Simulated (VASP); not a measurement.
## AlO2: single point with PBE

AlO2:

```
CELL_PARAMETERS angstrom
9.35429 0.00000 0.00000
0.00000 2.91863 0.00000
0.00000 0.00000 4.81019
ATOMIC_POSITIONS crystal
Al 0.16307 0.25000 0.95719
Al 0.83693 0.75000 0.04281
Al 0.33693 0.75000 0.45719
Al 0.66307 0.25000 0.54281
O 0.77129 0.25000 0.23091
O 0.22871 0.75000 0.76909
O 0.72871 0.75000 0.73091
O 0.27129 0.25000 0.26909
O 0.96876 0.25000 0.84537
O 0.03124 0.75000 0.15463
O 0.53124 0.75000 0.34537
O 0.46876 0.25000 0.65463
```

| Item | Value |
| --- | --- |
| Program | VASP 6.6.1 |
| Task | single point |
| Functional | PBE |
| Potentials or basis | VASP PAW PBE potentials, release 64 (Al, O) |
| Cutoff | 520 eV |
| k mesh | 2 × 8 × 4 |
| Occupations | gaussian, width 0.1 eV |
| Spin | collinear spin, ferromagnetic start |
| Starting moments | [0.0, 0.0, 0.0, 0.0, 0.29, 0.29, 0.29, 0.29, 0.7, 0.7, 0.7, 0.7] μB |

```json
{
 "Pressure": "0.0 GPa",
 "Largest force": "0.037 eV/Å",
 "Band gap on the k mesh": "0.16 eV (least direct gap 0.43 eV)",
 "Net moment": "4.00 μB per cell",
 "Site moments": "Al -0.01; O +0.06, +0.81 (each value once) μB",
 "Valence electrons inside the program's atomic spheres": "Al 0.71; O 5.17, 4.89 (each value once)"
}
```

Forces on the atoms (eV/Å):
```
Al  -0.037  0.000  0.002
Al   0.037  0.000 -0.002
Al   0.037  0.000  0.002
Al  -0.037  0.000 -0.002
O   -0.014  0.000  0.006
O    0.014  0.000 -0.006
O    0.014  0.000  0.006
O   -0.014  0.000 -0.006
O   -0.006  0.000 -0.014
O    0.006  0.000  0.014
O    0.006  0.000 -0.014
O   -0.006  0.000  0.014
```

Stress tensor (GPa, compression positive):
```
-0.11  0.00  0.00
 0.00 -0.01  0.00
 0.00  0.00  0.20
```

Levels at points of the mesh, in eV from the valence-band top:
Spin up:
| k point | band 30 | band 31 | band 32 | band 33 | band 34 | band 35 |
| --- | --- | --- | --- | --- | --- | --- |
| (0.00, 0.00, 0.00) | -1.10 | -0.52 | -0.24 | 5.48 | 7.34 | 8.65 |
| (0.50, 0.00, 0.00) | -1.17 | -0.36 | -0.36 | 6.27 | 6.27 | 9.01 |
| (0.00, 0.50, 0.00) | -1.22 | -0.75 | -0.75 | 9.70 | 9.70 | 10.18 |
| (0.50, 0.50, 0.00) | -0.95 | -0.95 | -0.95 | 9.90 | 9.90 | 9.90 |
| (0.00, 0.00, 0.50) | -1.21 | -1.03 | -1.03 | 7.63 | 7.63 | 8.83 |
| (0.50, 0.00, 0.50) | -1.22 | -0.92 | -0.92 | 7.88 | 7.88 | 8.33 |
| (0.00, 0.50, 0.50) | -0.94 | -0.75 | -0.75 | 9.05 | 9.05 | 9.17 |
| (0.50, 0.50, 0.50) | -0.83 | -0.83 | -0.83 | 9.26 | 9.26 | 9.26 |
Spin down:
```tsv
k point	band 25	band 26	band 27	band 28	band 29	band 30	band 31	band 32
(0.00, 0.00, 0.00)	-1.60	-0.90	-0.60	0.00	0.43	0.67	0.71	0.81
(0.50, 0.00, 0.00)	-1.46	-1.46	-0.33	-0.33	0.68	0.68	0.69	0.69
(0.00, 0.50, 0.00)	-1.30	-1.30	-1.11	-1.11	0.67	0.67	0.77	0.77
(0.50, 0.50, 0.00)	-1.19	-1.19	-1.19	-1.19	0.71	0.71	0.71	0.71
(0.00, 0.00, 0.50)	-1.46	-1.46	-0.71	-0.71	0.36	0.36	0.66	0.66
(0.50, 0.00, 0.50)	-1.60	-1.60	-1.02	-1.02	0.45	0.45	0.66	0.66
(0.00, 0.50, 0.50)	-1.03	-1.03	-0.77	-0.77	0.85	0.85	0.88	0.88
(0.50, 0.50, 0.50)	-0.93	-0.93	-0.93	-0.93	0.88	0.88	0.88	0.88
```

Wall time 6.3 min on 1 thread of Intel(R) Xeon(R) Platinum 8488C (Sapphire Rapids), with other jobs on the host, peak memory 0.42 GiB.

A k mesh can miss the band edges.
